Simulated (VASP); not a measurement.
Runs of VASP 6.6.1 on Ge. The structure is that of space group Fd-3m (No. 227), or close to it. The cells are those of the table. 

| cell | k mesh | gap on the mesh (eV) | pressure (GPa) |
| --- | --- | --- | --- |
| relaxed to 90 GPa from a = 3.516 Å, angles 60.0°, 2 atoms | 14 × 14 × 14 | none | 90.0 |
| relaxed to -1 GPa from a = 4.087 Å, angles 60.0°, 2 atoms | 12 × 12 × 12 | none | -1.0 |
| relaxed to 1 GPa from a = 4.060 Å, angles 60.0°, 2 atoms | 12 × 12 × 12 | none | 1.0 |
| relaxed to 12 GPa from a = 3.889 Å, angles 60.0°, 2 atoms | 12 × 12 × 12 | 0.43 | 12.0 |
| relaxed to 4 GPa from a = 3.992 Å, angles 60.0°, 2 atoms | 12 × 12 × 12 | (a) | 4.0 |
| relaxed to 50 GPa from a = 3.663 Å, angles 60.0°, 2 atoms | 14 × 14 × 14 | none | 50.0 |

Alike in all rows: task relaxation of cell and atoms; level PBE; potentials or basis VASP PAW PBE potentials, release 64 (Ge_d); no spin polarisation; cutoff (eV) 600; smearing gaussian 0.1 eV.

Estimate the missing entries.

(a) 0.08.

Caveats: the cell is relaxed towards a set pressure, so the run minimises the enthalpy, not the energy; semilocal functionals underestimate gaps, and a narrow one can read as zero.

A k mesh can miss the band edges, and the runs leave out spin-orbit coupling on Ge.

A gap of «none» marks levels without a gap at the run's occupations.
